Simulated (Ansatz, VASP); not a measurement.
Ba in VASP and in Ansatz

```
CELL_PARAMETERS angstrom
3.85584 0.00000 0.00000
0.00000 3.85584 0.00000
0.00000 0.00000 3.85584
ATOMIC_POSITIONS crystal
Ba 0.00000 0.00000 0.00000
```

Alike in both runs: task single point; functional r2SCAN; k mesh 9 × 9 × 9; occupations fermi-dirac, width 0.1 eV; no spin polarisation.

```csv
,VASP,Ansatz
version,VASP 6.6.1,Ansatz 0.2.0
potentials or method,"VASP PAW PBE potentials, release 64 (Ba_sv), cutoff 520 eV","plane waves (500 eV) with PAW, scalar-relativistic"
valence electrons in the cell,10,10
```

Ansatz gave:

```
pressure (GPa) : 0.4
```

Question: Estimate VASP's values.

Answer: Pressure (GPa): 0.6.

VASP's potentials were made for PBE, not for r2SCAN.

Spin-orbit coupling is off throughout.
